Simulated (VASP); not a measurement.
# Si4C3 in VASP: relaxation of the atoms with PBE

Aim: the relaxation of the atoms of Si4C3 with PBE.

Program: VASP 6.6.1. These are calculated values, not measurements. Logs are shortened: lines on timing, memory, paths and dates and some standing lists are left out, and cuts for length are marked.

## Step 1: The cell of the first run

The cell holds a slab with vacuum, 7 atoms: a = 3.097 Å, b = 3.097 Å, c = 21.114 Å, α = 90.00°, β = 90.00°, γ = 120.00°.

## Step 2: Relaxation of the atoms, PBE, collinear spin

INCAR reads:

```
SYSTEM = Si4C3
PREC = Accurate
ENCUT = 520
EDIFF = 1E-7
ISMEAR = 0
SIGMA = 0.05
LREAL = .FALSE.
LASPH = .TRUE.
NELM = 200
ALGO = Normal
ISIF = 2
LWAVE = .FALSE.
LCHARG = .FALSE.
ISPIN = 2
MAGMOM = 0 0 0 0 0 0 2
LORBIT = 11
LDIPOL = .TRUE.
IDIPOL = 3
DIPOL = 0.5 0.5 0.357
GGA = PE
IBRION = 2
NSW = 36
EDIFFG = -0.025
GGA_COMPAT = .FALSE.
NELMIN = 4
NELMDL = -8
KPAR = 4
```

KPOINTS reads:

```
Automatic mesh
0
G
  9 9 1
  0 0 0
```

POSCAR reads:

```
Si4C3
1.0
    3.0967389913      0.0000000000      0.0000000000
   -1.5483694956      2.6818546353      0.0000000000
    0.0000000000      0.0000000000     21.1135575009
C Si
3 4
Selective dynamics
Direct
    0.0000000000      0.0000000000      0.1894517302  F F F
    0.3333333333      0.6666666667      0.3092078063  F F F
    0.6666666667      0.3333333333      0.4307637748  F F F
    0.3333333333      0.6666666667      0.2193907492  F F F
    0.6666666667      0.3333333333      0.3368742035  F F F
    0.0000000000      0.0000000000      0.4553262756  F F F
    0.0000000000      0.0000000000      0.5604719858  F F T
```

Potentials or basis: VASP PAW PBE potentials, release 64 (C, Si).

The run is started by

```bash
> cat potpaw_PBE.64/C/POTCAR potpaw_PBE.64/Si/POTCAR > POTCAR
> mpirun -np 4 vasp_std > vasp.out
```

OUTCAR:

```text
SYSTEM = Si4C3
   PREC = Accurate
   ENCUT = 520
   EDIFF = 1E-7
   ISMEAR = 0
   LREAL = .FALSE.
   LASPH = .TRUE.
   NELM = 200
   ISIF = 2
   ISPIN = 2
   LORBIT = 11
   GGA = PE
   IBRION = 2
   NSW = 36
   EDIFFG = -0.025
   NELMIN = 4
   NELMDL = -8

 ion  position               nearest neighbor table
   1  0.000  0.000  0.189-   4 1.90   4 1.90   4 1.90
   2  0.333  0.667  0.309-   5 1.88   5 1.88   5 1.88   4 1.90
   3  0.667  0.333  0.431-   6 1.86   6 1.86   6 1.86   5 1.98
   4  0.333  0.667  0.219-   1 1.90   1 1.90   1 1.90   2 1.90   5 3.06   5 3.06   5 3.06
   5  0.667  0.333  0.337-   2 1.88   2 1.88   2 1.88   3 1.98   4 3.06   4 3.06   4 3.06   6 3.07
                             6 3.07   6 3.07
   6  0.000  0.000  0.455-   3 1.86   3 1.86   3 1.86   7 2.22   5 3.07   5 3.07   5 3.07
   7  0.000  0.000  0.560-   6 2.22

  LATTYP: Found a hexagonal cell.
 ALAT       =     3.0967389913
 C/A-ratio  =     6.8179971125

  Lattice vectors:

 A1 = (   3.0967389913,   0.0000000000,   0.0000000000)
 A2 = (  -1.5483694956,   2.6818546353,   0.0000000000)
 A3 = (   0.0000000000,   0.0000000000,  21.1135575009)

Analysis of symmetry for initial positions (statically):
=====================================================================
 Subroutine PRICEL returns:
 Original cell was already a primitive cell.

 Routine SETGRP: Setting up the symmetry group for a
 hexagonal supercell.

 Subroutine GETGRP returns: Found  6 space group operations
 (whereof  6 operations were pure point group operations)
 out of a pool of 24 trial point group operations.

The static configuration has the point symmetry C_3v.

Analysis of symmetry for dynamics (positions and initial velocities):
=====================================================================
 Subroutine PRICEL returns:
 Original cell was already a primitive cell.

 Routine SETGRP: Setting up the symmetry group for a
 hexagonal supercell.

 Subroutine GETGRP returns: Found  6 space group operations
 (whereof  6 operations were pure point group operations)
 out of a pool of 24 trial point group operations.

The dynamic configuration has the point symmetry C_3v.

Analysis of constrained symmetry for selective dynamics:
=====================================================================
 Subroutine PRICEL returns:
 Original cell was already a primitive cell.

 Routine SETGRP: Setting up the symmetry group for a
 hexagonal supercell.

 Subroutine GETGRP returns: Found  6 space group operations
 (whereof  6 operations were pure point group operations)
 out of a pool of 24 trial point group operations.

The constrained configuration has the point symmetry C_3v.

Analysis of structural, dynamic, and magnetic symmetry:
=====================================================================
 Subroutine PRICEL returns:
 Original cell was already a primitive cell.

 Routine SETGRP: Setting up the symmetry group for a
 hexagonal supercell.

 Subroutine GETGRP returns: Found  6 space group operations
 (whereof  6 operations were pure point group operations)
 out of a pool of 24 trial point group operations.

The overall configuration has the point symmetry C_3v.

 Subroutine INISYM returns: Found  6 space group operations
 (whereof  6 operations are pure point group operations),
 and found     1 'primitive' translations

----------------------------------------------------------------------------------------

                                     Primitive cell

  volume of cell :     175.3482

  direct lattice vectors                    reciprocal lattice vectors
     3.096738991  0.000000000  0.000000000     0.322920337  0.186438144  0.000000000
    -1.548369496  2.681854635  0.000000000     0.000000000  0.372876287  0.000000000
     0.000000000  0.000000000 21.113557501     0.000000000  0.000000000  0.047362933

  length of vectors
[... 69 lines left out ...]
 SYSTEM =  Si4C3
   PREC   = accura    normal or accurate (medium, high low for compatibility)
   ISTART =      0    job   : 0-new  1-cont  2-samecut
   ICHARG =      2    charge: 1-file 2-atom 10-const
   ISPIN  =      2    spin polarized calculation?
   LNONCOLLINEAR =      F non collinear calculations
   LSORBIT =      F    spin-orbit coupling
   LASPH  =      T    aspherical Exc in radial PAW
   ENCUT  =  520.0 eV  38.22 Ry    6.18 a.u.   5.76  5.76 39.26*2*pi/ulx,y,z
   NELM   =    200;   NELMIN=  4; NELMDL= -8     # of ELM steps
   EDIFF  = 0.1E-06   stopping-criterion for ELM
   LREAL  =      F    real-space projection
   EDIFFG = -.3E-01   stopping-criterion for IOM
   NSW    =     36    number of steps for IOM
   IBRION =      2    ionic relax: 0-MD 1-quasi-New 2-CG
   NFREE  =      1    steps in history (QN), initial steepest desc. (CG)
   ISIF   =      2    stress and relaxation
   ISYM   =      2    0-nonsym 1-usesym 2-fastsym
   POTIM  = 0.5000    time-step for ionic-motion
   TEBEG  =    0.0;   TEEND  =   0.0 temperature during run
   PSTRESS=    0.0 pullay stress
   NELECT =      28.0000    total number of electrons
   NUPDOWN=      -1.0000    fix difference up-down
   EMIN   =  10.00;   EMAX   =-10.00  energy-range for DOS
   EFERMI =   0.00;   METHOD = LEGACY
   ISMEAR =     0;   SIGMA  =   0.05  broadening in eV -4-tet -1-fermi 0-gaus
   EFERMI_NEDOS =   21; number of points for ismear=-14 and -15
   IALGO  =     38    algorithm
   IMIX   =      4    mixing-type and parameters
     AMIX     =   0.40;   BMIX     =  1.00
     AMIX_MAG =   1.60;   BMIX_MAG =  1.00
  volume/ion in A,a.u.               =      25.05       169.04
  Fermi-wavevector in a.u.,A,eV,Ry     =   0.888165  1.678389 10.732785  0.788837
  Thomas-Fermi vector in A             =   2.009559
   LORBIT       =     11    0 simple, 1 ext, 2 COOP (PROOUT), +10 PAW based schemes
   GGA     = PE    functional components
   LHFCALC =     F    Hartree Fock is set to
   AEXX    =    0.0000 exact exchange contribution
   IVDW    =     0    specifies the selected vdW correction
   LEPSILON=     F    determine dielectric tensor
   LRPA    =     F    only Hartree local field effects (RPA)
 conjugate gradient relaxation of ions
 spin polarized calculation
 Gauss-broadening in eV      SIGMA  =   0.05
  energy-cutoff  :      520.00
  volume of cell :      175.35
 maximum number of plane-waves:      4736
 NGX is ok and might be reduce to    24
   NGX = 11   NGY = 11   NGZ = 79

 dipolmoment           0.000000      0.000000      0.111830 electrons x Angstroem

--------------------------------------- Ionic step        1  -------------------------------------------

 number of electron      28.0000001 magnetization       0.0000063

 number of electron      28.0000001 magnetization      -0.0001125

 Free energy of the ion-electron system (eV)
  ---------------------------------------------------
  ext. energy  EPLUGINS =         0.00000000
  ---------------------------------------------------
  free energy    TOTEN  =       -46.31644301 eV

  energy without entropy =      -46.30308972  energy(sigma->0) =      -46.30976636

------------------------ aborting loop because EDIFF is reached ----------------------------------------

  FORCE on cell =-STRESS in cart. coord.  units (eV):
  Direction    XX          YY          ZZ          XY          YZ          ZX
  --------------------------------------------------------------------------------------
  -------------------------------------------------------------------------------------
  Total       -1.5651735     -1.5651735      4.9734758     -0.0000000      0.0000000     -0.0000000
  in kB      -14.3011780    -14.3011780     45.4432456     -0.0000000      0.0000000     -0.0000000
  external PRESSURE =       5.6136299 kB  Pullay stress =       0.0000000 kB
[... 159 lines left out ...]
 number of electron      28.0000001 magnetization       0.0000040

 number of electron      28.0000001 magnetization      -0.0000051

 dipolmoment           0.000000      0.000000     -0.057733 electrons x Angstroem

 Free energy of the ion-electron system (eV)
  ---------------------------------------------------
  ext. energy  EPLUGINS =         0.00000000
  ---------------------------------------------------
  free energy    TOTEN  =       -46.53307447 eV

  energy without entropy =      -46.52010729  energy(sigma->0) =      -46.52659088

 E-fermi :   0.6164     XC(G=0):  -5.9707

 val. band max:        0.6013696018   @ k =   0.4444   0.1111   0.0000
 cond. band min:       0.6242353143   @ k =   0.2222   0.2222   0.0000
 fundamental gap:      0.0228657126
 Fermi energy:         0.6164025682

 spin component 1

 k-point     1 :       0.0000    0.0000    0.0000
  band No.  band energies     occupation
      1     -15.0893      1.00000
      2     -13.8122      1.00000
      3     -11.9492      1.00000
      4      -8.9575      1.00000
      5      -6.7238      1.00000
      6      -4.0261      1.00000
[... 240 lines left out ...]
      5      -7.3708      1.00000
      6      -6.3025      1.00000
[... 11 lines left out ...]
     18       4.6824      0.00000
     19       4.6901      0.00000
 Fermi energy:         0.6164025682

 spin component 2

 k-point     1 :       0.0000    0.0000    0.0000
  band No.  band energies     occupation
      1     -15.0893      1.00000
      2     -13.8122      1.00000
      3     -11.9492      1.00000
      4      -8.9575      1.00000
      5      -6.7238      1.00000
      6      -4.0261      1.00000
[... 253 lines left out ...]
     18       4.6824      0.00000
     19       4.6901      0.00000

------------------------ aborting loop because EDIFF is reached ----------------------------------------

 vacuum level on the upper side and lower side of the slab       (xc-potential included)        -0.720         0.612

  FORCE on cell =-STRESS in cart. coord.  units (eV):
  Direction    XX          YY          ZZ          XY          YZ          ZX
  --------------------------------------------------------------------------------------
  -------------------------------------------------------------------------------------
  Total       -1.8231426     -1.8231426     -0.1911310     -0.0000000      0.0000000      0.0000000
  in kB      -16.6582729    -16.6582729     -1.7463864     -0.0000000      0.0000000      0.0000000
  external PRESSURE =     -11.6876440 kB  Pullay stress =       0.0000000 kB
[... 22 lines left out ...]
  FREE ENERGIE OF THE ION-ELECTRON SYSTEM (eV)
  ---------------------------------------------------
  free  energy   TOTEN  =       -46.5330744661 eV

  energy  without entropy=      -46.5201072876  energy(sigma->0) =      -46.52659088

 reached required accuracy - stopping structural energy minimisation

 vacuum level on the upper side and lower side of the slab         5.725         7.094

 total charge

# of ion       s       p       d       tot
------------------------------------------
    1        0.873   1.510   0.000   2.383
    2        0.847   1.695   0.000   2.542
    3        0.845   1.681   0.000   2.526
    4        0.709   0.954   0.000   1.662
    5        0.712   0.944   0.000   1.656
    6        0.722   0.973   0.000   1.695
    7        0.861   0.650   0.000   1.512
--------------------------------------------------
tot          5.569   8.408   0.000  13.977

 magnetization (x)

# of ion       s       p       d       tot
------------------------------------------
    1       -0.000  -0.000   0.000  -0.000
    2       -0.000  -0.000   0.000  -0.000
    3        0.000  -0.000   0.000  -0.000
    4       -0.000  -0.000   0.000  -0.000
    5       -0.000  -0.000   0.000  -0.000
    6        0.000   0.000   0.000   0.000
    7        0.000   0.000   0.000   0.000
--------------------------------------------------
tot         -0.000  -0.000   0.000  -0.000
```

Wall time 2.7 min (4 MPI ranks of Intel Xeon Platinum 8488C (Sapphire Rapids), shared host); peak memory 0.38 GiB.

Results:

```yaml
Free_energy: -46.5331 eV
Energy_gained_by_relaxing: 30.9 meV/atom
Ionic_steps: 5
Band_gap_on_the_k_mesh: zero (filled and empty bands overlap)
Net_moment: 0.00 μB per cell
Valence_electrons_inside_the_program's_atomic_spheres: C 2.38, 2.54, 2.53; Si 1.66, 1.70, 1.51 (each value once)
```

Step by step:
| step | energy change (eV) | largest force on free atoms (eV/Å) | pressure (GPa) |
| --- | --- | --- | --- |
| 1 | 0.0000 | 2.2363 | 0.56 |
| 2 | -0.1662 | 0.9314 | -0.40 |
| 3 | -0.2144 | 0.1621 | -1.31 |
| 4 | -0.2165 | 0.0360 | -1.20 |
| 5 | -0.2166 | 0.0007 | -1.17 |

Final structure:
```
C Si
1.0
     3.09674    0.00000    0.00000
    -1.54837    2.68185    0.00000
     0.00000    0.00000   21.11356
C Si
3 4
Direct
  0.00000 0.00000 0.18945
  0.33333 0.66667 0.30921
  0.66667 0.33333 0.43076
  0.33333 0.66667 0.21939
  0.66667 0.33333 0.33687
  0.00000 0.00000 0.45533
  0.00000 0.00000 0.57112
```
